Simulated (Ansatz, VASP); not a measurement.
## BN: VASP beside Ansatz

INCAR

```
PREC     = Accurate       # precision mode
ENCUT    = 600            # plane-wave cutoff, eV
EDIFF    = 1E-6           # SCF threshold, eV
ISMEAR   = -1             # smearing method
SIGMA    = 0.1            # smearing width, eV
LREAL    = False          # projectors in reciprocal space
LASPH    = True           # aspherical terms in the spheres
NELM     = 60             # most SCF steps
ALGO     = Normal         # electronic algorithm
ISIF     = 3              # what is computed and relaxed
LWAVE    = False          # write WAVECAR
LCHARG   = False          # write CHGCAR
GGA      = CA             # functional
IBRION   = 2              # ionic algorithm
NSW      = 100            # ionic steps
EDIFFG   = -0.002         # ionic threshold
```

KPOINTS

```
Automatic mesh
0
Gamma
  20 20 6
```

The input POSCAR:

```
BN
1.0
    2.4982400000      0.0000000000      0.0000000000
   -1.2491200000      2.1635393048      0.0000000000
    0.0000000000      0.0000000000      6.6357000000
B N
2 2
Direct
    0.3333333333      0.6666666667      0.2500000000
    0.6666666667      0.3333333333      0.7500000000
    0.3333333333      0.6666666667      0.7500000000
    0.6666666667      0.3333333333      0.2500000000
```

Input for Ansatz:

```yaml
crystal:
  lattice:
    - [2.49824000002, 0.0, 0.0]
    - [-1.24912000001, 2.16353930477, 0.0]
    - [0.0, 0.0, 6.6357]
  atoms:
    - { symbol: B, position: [0.333333333333, 0.666666666667, 0.25] }
    - { symbol: B, position: [0.666666666667, 0.333333333333, 0.75] }
    - { symbol: "N", position: [0.333333333333, 0.666666666667, 0.75] }
    - { symbol: "N", position: [0.666666666667, 0.333333333333, 0.25] }
kpoints:
  mp_grid: { grid: [20, 20, 6] }
scf:
  occupations: { method: fermi_dirac, width: 0.1 }
hamiltonian:
  xc: lda
  pseudopotentials: { kind: paw }
relax:
  f_tol: 0.002
  max_steps: 80
  cell: {}
output:
  forces: true
  stress: true
```

Alike in both runs: task relaxation of cell and atoms; functional LDA; k mesh 20 × 20 × 6; occupations fermi-dirac, width 0.1 eV; no spin polarisation.

|  | VASP | Ansatz |
| --- | --- | --- |
| version | VASP 6.6.1 | Ansatz 0.2.0 |
| potentials or method | VASP PAW LDA potentials, release 64 (B, N) | PAW with Ansatz's default frozen-core files, scalar-relativistic |
| plane-wave cutoff (eV) | 600 | 420 |
| valence electrons in the cell | 16 | 16 |

```csv
,VASP,Ansatz,Ansatz less VASP
relaxed volume (Å³/atom),8.63,8.71,+0.077
relaxed cell length with the largest relative difference (Å),6.430,6.494,+0.0640
```

LDA's correlation is that of Perdew and Zunger in VASP and of Perdew and Wang (1992) in Ansatz.
